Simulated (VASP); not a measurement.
# K2PtO2 (P-3m1) in VASP: single point with PBE

Aim: the single point of K2PtO2 with PBE.

Everything below comes from runs of VASP 6.6.1. Logs are shortened: lines on timing, memory, paths and dates and some standing lists are left out, and cuts for length are marked.

### Step 1. The cell of the first run

Symmetry: P-3m1, No. 164, trigonal system. Conventional cell: a = 4.469 Å, b = 4.469 Å, c = 6.115 Å, α = 90.00°, β = 90.00°, γ = 120.00°. Within 1.6 Å of K (site symmetry 3m) lie 1 O at 1.17 Å. Within 3.9 Å of Pt (site symmetry -3m) lie 6 K at 2.95 Å and 6 O at 3.66 Å. O (site symmetry 3m) has 1 K at 1.17 Å within 1.6 Å.

### Step 2. Single point, PBE

INCAR reads:

```
PREC = Accurate ; ENCUT = 700
EDIFF = 1E-6 ; ISMEAR = 0
SIGMA = 0.1 ; LREAL = F
LASPH = T ; NELM = 120
ALGO = Normal ; ISIF = 2
LWAVE = F ; LCHARG = F
GGA = PE ; NBANDS = 32
GGA_COMPAT = F
```

KPOINTS reads:

```
Automatic mesh
0
Gamma
  6 6 4
```

POSCAR reads:

```
K2PtO2
1.0
    4.4691406759      0.0000000000      0.0000000000
   -2.2345703379      3.8703893585      0.0000000000
    0.0000000000      0.0000000000      6.1153349347
K Pt O
2 1 2
Direct
    0.3333333333      0.6666666667      0.7663000000
    0.6666666667      0.3333333333      0.2337000000
    0.0000000000      0.0000000000      0.0000000000
    0.3333333333      0.6666666667      0.5744000000
    0.6666666667      0.3333333333      0.4256000000
```

Potentials or basis: VASP PAW PBE potentials, release 64 (K_sv, Pt_sv_GW, O).

The run is started by

```bash
cat potpaw_PBE.64/K_sv/POTCAR potpaw_PBE.64/Pt_sv_GW/POTCAR potpaw_PBE.64/O/POTCAR > POTCAR
mpirun -np 1 vasp_std > vasp.out
```

OUTCAR:

```text
PREC = Accurate
   ENCUT = 700
   EDIFF = 1E-6
   ISMEAR = 0
   LREAL = F
   LASPH = T
   NELM = 120
   ISIF = 2
   GGA = PE

 ion  position               nearest neighbor table
   1  0.333  0.667  0.766-   4 1.17   3 2.95   3 2.95   3 2.95
   2  0.667  0.333  0.234-   5 1.17   3 2.95   3 2.95   3 2.95
   3  0.000  0.000  0.000-   1 2.95   2 2.95   2 2.95   1 2.95   2 2.95   1 2.95
   4  0.333  0.667  0.574-   1 1.17
   5  0.667  0.333  0.426-   2 1.17

 -----------------------------------------------------------------------------
|                                                                             |
|           W    W    AA    RRRRR   N    N  II  N    N   GGGG   !!!           |
|           W    W   A  A   R    R  NN   N  II  NN   N  G    G  !!!           |
|           W    W  A    A  R    R  N N  N  II  N N  N  G       !!!           |
|           W WW W  AAAAAA  RRRRR   N  N N  II  N  N N  G  GGG   !            |
|           WW  WW  A    A  R   R   N   NN  II  N   NN  G    G                |
|           W    W  A    A  R    R  N    N  II  N    N   GGGG   !!!           |
|                                                                             |
|     The distance between some ions is very small. Please check the          |
|     nearest-neighbor list in the OUTCAR file.                               |
|     I HOPE YOU KNOW WHAT YOU ARE DOING!                                     |
|                                                                             |
 -----------------------------------------------------------------------------

  LATTYP: Found a hexagonal cell.
 ALAT       =     4.4691406759
 C/A-ratio  =     1.3683469325

  Lattice vectors:

 A1 = (   4.4691406759,   0.0000000000,   0.0000000000)
 A2 = (  -2.2345703379,   3.8703893585,   0.0000000000)
 A3 = (   0.0000000000,   0.0000000000,   6.1153349347)

Analysis of symmetry for initial positions (statically):
=====================================================================
 Subroutine PRICEL returns:
 Original cell was already a primitive cell.

 Routine SETGRP: Setting up the symmetry group for a
 hexagonal supercell.

 Subroutine GETGRP returns: Found 12 space group operations
 (whereof 12 operations were pure point group operations)
 out of a pool of 24 trial point group operations.

The static configuration has the point symmetry D_3d.

Analysis of symmetry for dynamics (positions and initial velocities):
=====================================================================
 Subroutine PRICEL returns:
 Original cell was already a primitive cell.

 Routine SETGRP: Setting up the symmetry group for a
 hexagonal supercell.

 Subroutine GETGRP returns: Found 12 space group operations
 (whereof 12 operations were pure point group operations)
 out of a pool of 24 trial point group operations.

The dynamic configuration has the point symmetry D_3d.

 Subroutine INISYM returns: Found 12 space group operations
 (whereof 12 operations are pure point group operations),
 and found     1 'primitive' translations

----------------------------------------------------------------------------------------

                                     Primitive cell

  volume of cell :     105.7789

  direct lattice vectors                    reciprocal lattice vectors
     4.469140676  0.000000000  0.000000000     0.223756662  0.129185969  0.000000000
    -2.234570338  3.870389359  0.000000000     0.000000000  0.258371938  0.000000000
     0.000000000  0.000000000  6.115334935     0.000000000  0.000000000  0.163523341

  length of vectors
     4.469140676  4.469140676  6.115334935     0.258371938  0.258371938  0.163523341

  position of ions in fractional coordinates (direct lattice)
     0.333333333  0.666666667  0.766300000
     0.666666667  0.333333333  0.233700000
     0.000000000  0.000000000  0.000000000
     0.333333333  0.666666667  0.574400000
     0.666666667  0.333333333  0.425600000

  ion indices of the primitive-cell ions
   primitive index   ion index
                 1           1
                 2           2
                 3           3
                 4           4
                 5           5

----------------------------------------------------------------------------------------

 KPOINTS: Automatic mesh

Automatic generation of k-mesh.
 Grid dimensions read from file:
 generate k-points for:    6    6    4

 Generating k-lattice:

  Cartesian coordinates                     Fractional coordinates (reciprocal lattice)
     0.037292777  0.021530995  0.000000000     0.166666667 -0.000000000  0.000000000
     0.000000000  0.043061990  0.000000000     0.000000000  0.166666667  0.000000000
     0.000000000  0.000000000  0.040880835     0.000000000  0.000000000  0.250000000

  Length of vectors
     0.043061990  0.043061990  0.040880835

  Shift w.r.t. Gamma in fractional coordinates (k-lattice)
     0.000000000  0.000000000  0.000000000

 Subroutine IBZKPT returns following result:
 ===========================================

 Found     24 irreducible k-points:

 Following reciprocal coordinates:
            Coordinates               Weight
  0.000000  0.000000  0.000000      1.000000
  0.166667 -0.000000  0.000000      6.000000
  0.333333 -0.000000  0.000000      6.000000
  0.500000 -0.000000  0.000000      3.000000
  0.166667  0.166667  0.000000      6.000000
  0.333333  0.166667  0.000000     12.000000
[... 16 lines left out ...]
  0.333333  0.166667  0.500000     12.000000
  0.333333  0.333333  0.500000      2.000000
   k-points           NKPTS =     24   k-points in BZ     NKDIM =     24   number of bands    NBANDS=     32
   number of dos      NEDOS =    301   number of ions     NIONS =      5
   total plane-waves  NPLWV =  86400
   dimension x,y,z NGX =    40 NGY =   40 NGZ =   54
   dimension x,y,z NGXF=    80 NGYF=   80 NGZF=  108
   ions per type =               2   1   2
   NGX,Y,Z   is equivalent  to a cutoff of  14.88, 14.88, 14.68 a.u.
   NGXF,Y,Z  is equivalent  to a cutoff of  29.76, 29.76, 29.36 a.u.
 SYSTEM =  unknown system
   PREC   = accura    normal or accurate (medium, high low for compatibility)
   ISTART =      0    job   : 0-new  1-cont  2-samecut
   ICHARG =      2    charge: 1-file 2-atom 10-const
   ISPIN  =      1    spin polarized calculation?
   LNONCOLLINEAR =      F non collinear calculations
   LSORBIT =      F    spin-orbit coupling
   LASPH  =      T    aspherical Exc in radial PAW
   ENCUT  =  700.0 eV  51.45 Ry    7.17 a.u.   9.64  9.64 13.19*2*pi/ulx,y,z
   NELM   =    120;   NELMIN=  2; NELMDL= -5     # of ELM steps
   EDIFF  = 0.1E-05   stopping-criterion for ELM
   LREAL  =      F    real-space projection
   EDIFFG = 0.1E-04   stopping-criterion for IOM
   NSW    =      0    number of steps for IOM
   IBRION =     -1    ionic relax: 0-MD 1-quasi-New 2-CG
   NFREE  =      0    steps in history (QN), initial steepest desc. (CG)
   ISIF   =      2    stress and relaxation
   ISYM   =      2    0-nonsym 1-usesym 2-fastsym
   POTIM  = 0.5000    time-step for ionic-motion
   TEBEG  =    0.0;   TEEND  =   0.0 temperature during run
   PSTRESS=    0.0 pullay stress
   NELECT =      48.0000    total number of electrons
   NUPDOWN=      -1.0000    fix difference up-down
   EMIN   =  10.00;   EMAX   =-10.00  energy-range for DOS
   EFERMI =   0.00;   METHOD = LEGACY
   ISMEAR =     0;   SIGMA  =   0.10  broadening in eV -4-tet -1-fermi 0-gaus
   EFERMI_NEDOS =   21; number of points for ismear=-14 and -15
   IALGO  =     38    algorithm
   IMIX   =      4    mixing-type and parameters
     AMIX     =   0.40;   BMIX     =  1.00
     AMIX_MAG =   1.60;   BMIX_MAG =  1.00
  volume/ion in A,a.u.               =      21.16       142.77
  Fermi-wavevector in a.u.,A,eV,Ry     =   1.258024  2.377321 21.532913  1.582624
  Thomas-Fermi vector in A             =   2.391654
   LORBIT       =      0    0 simple, 1 ext, 2 COOP (PROOUT), +10 PAW based schemes
   GGA     = PE    functional components
   LHFCALC =     F    Hartree Fock is set to
   AEXX    =    0.0000 exact exchange contribution
   IVDW    =     0    specifies the selected vdW correction
   LEPSILON=     F    determine dielectric tensor
   LRPA    =     F    only Hartree local field effects (RPA)
 non-spin polarized calculation
 Gauss-broadening in eV      SIGMA  =   0.10
  energy-cutoff  :      700.00
  volume of cell :      105.78
 maximum number of plane-waves:      4503
 NGX is ok and might be reduce to    40
   NGX = 19   NGY = 19   NGZ = 27

 number of electron      47.9999999 magnetization

 Free energy of the ion-electron system (eV)
  ---------------------------------------------------
  ext. energy  EPLUGINS =         0.00000000
  ---------------------------------------------------
  free energy    TOTEN  =        18.19248934 eV

  energy without entropy =       18.19864454  energy(sigma->0) =       18.19556694

 E-fermi :   1.5017     XC(G=0):  -8.6858

 val. band max:        1.4682217337   @ k =   0.5000  -0.0000   0.5000
 cond. band min:       1.5270598329   @ k =   0.1667  -0.0000   0.5000
 fundamental gap:      0.0588380992
 Fermi energy:         1.5016599338

 k-point     1 :       0.0000    0.0000    0.0000
  band No.  band energies     occupation
      1     -94.5587      2.00000
      2     -48.7963      2.00000
      3     -48.7019      2.00000
      4     -48.7019      2.00000
      5     -37.4788      2.00000
      6     -37.4427      2.00000
[... 24 lines left out ...]
     31       8.3731      0.00000
     32       8.4809      0.00000

 k-point     2 :       0.1667   -0.0000    0.0000
  band No.  band energies     occupation
      1     -94.5586      2.00000
      2     -48.7963      2.00000
      3     -48.7021      2.00000
      4     -48.7019      2.00000
      5     -37.4762      2.00000
      6     -37.4446      2.00000
[... 24 lines left out ...]
     31       8.4400      0.00000
     32       8.4407      0.00000
[... 733 lines left out ...]
     31       9.0152      0.00000
     32       9.1635      0.00000

 k-point    24 :       0.3333    0.3333    0.5000
  band No.  band energies     occupation
      1     -94.5586      2.00000
      2     -48.7962      2.00000
      3     -48.7024      2.00000
      4     -48.7024      2.00000
      5     -37.4594      2.00000
      6     -37.4594      2.00000
[... 24 lines left out ...]
     31       8.5109      0.00000
     32       9.3153      0.00000

------------------------ aborting loop because EDIFF is reached ----------------------------------------

  FORCE on cell =-STRESS in cart. coord.  units (eV):
  Direction    XX          YY          ZZ          XY          YZ          ZX
  --------------------------------------------------------------------------------------
  -------------------------------------------------------------------------------------
  Total        2.5506027      2.5506027    164.7922255      0.0000000     -0.0000000      0.0000000
  in kB       38.6326466     38.6326466   2496.0217824      0.0000000     -0.0000000      0.0000000
  external PRESSURE =     857.7623585 kB  Pullay stress =       0.0000000 kB

 VOLUME and BASIS-vectors are now :
 -----------------------------------------------------------------------------
  energy-cutoff  :      700.00
  volume of cell :      105.78
      direct lattice vectors                 reciprocal lattice vectors
     4.469140676  0.000000000  0.000000000     0.223756662  0.129185969  0.000000000
    -2.234570338  3.870389359  0.000000000     0.000000000  0.258371938  0.000000000
     0.000000000  0.000000000  6.115334935     0.000000000  0.000000000  0.163523341

 POSITION                                       TOTAL-FORCE (eV/Angst)
 -----------------------------------------------------------------------------------
     -0.00000      2.58026      4.68618        -0.000000      0.000000     69.416918
      2.23457      1.29013      1.42915         0.000000      0.000000    -69.416918
      0.00000      0.00000      0.00000         0.000000      0.000000      0.000000
     -0.00000      2.58026      3.51265         0.000000      0.000000    -69.621832
      2.23457      1.29013      2.60269        -0.000000     -0.000000     69.621832
 -----------------------------------------------------------------------------------
    total drift:                               -0.000000      0.000000     -0.000000

  FREE ENERGIE OF THE ION-ELECTRON SYSTEM (eV)
  ---------------------------------------------------
  free  energy   TOTEN  =        18.1924893416 eV

  energy  without entropy=       18.1986445386  energy(sigma->0) =       18.19556694
```

It took 2.4 min on 1 thread of Intel Xeon Platinum 8375C at 2.90GHz (Ice Lake), shared host; peak memory 0.35 GiB.

What came out:

- Free energy: 18.1925 eV
- Pressure: 85.8 GPa
- Largest force: 69.622 eV/Å
- Band gap on the k mesh: zero (bands 24 and 25 overlap by 0.57 eV)

Forces on the atoms (eV/Å):
```
K     0.000   0.000  69.417
K     0.000   0.000 -69.417
Pt    0.000   0.000   0.000
O     0.000   0.000 -69.622
O     0.000   0.000  69.622
```

Stress tensor (GPa, compression positive):
```
  3.86   0.00   0.00
  0.00   3.86   0.00
  0.00   0.00 249.60
```

Levels at points of the mesh, in eV from the Fermi level:
| k point | band 20 | band 21 | band 22 | band 23 | band 24 | band 25 | band 26 | band 27 | band 28 | band 29 |
| --- | --- | --- | --- | --- | --- | --- | --- | --- | --- | --- |
| (0.00, 0.00, 0.00) | -1.48 | -0.84 | -0.84 | -0.51 | -0.51 | 0.65 | 1.41 | 4.30 | 4.60 | 4.60 |
| (0.50, 0.00, 0.00) | -0.95 | -0.75 | -0.55 | -0.44 | -0.23 | 1.16 | 2.01 | 2.44 | 4.53 | 5.35 |
| (0.00, 0.00, 0.50) | -1.13 | -0.84 | -0.84 | -0.49 | -0.49 | -0.45 | 2.25 | 4.85 | 5.09 | 5.09 |
| (0.50, 0.00, 0.50) | -0.76 | -0.71 | -0.60 | -0.45 | -0.03 | 0.89 | 1.66 | 2.43 | 3.66 | 5.97 |

Caveat: atoms lie so close that the PAW spheres overlap strongly, which falsifies energies and pressures; the stress differs along the axes, from 4 to 250 GPa; spin-orbit coupling is left out, which moves the levels of the heavy elements; forces of over 1 eV/Å act on the atoms, so gaps and moduli don't describe the material at rest.

The gap in the log of VASP goes by the Fermi energy; the results here count the filled bands.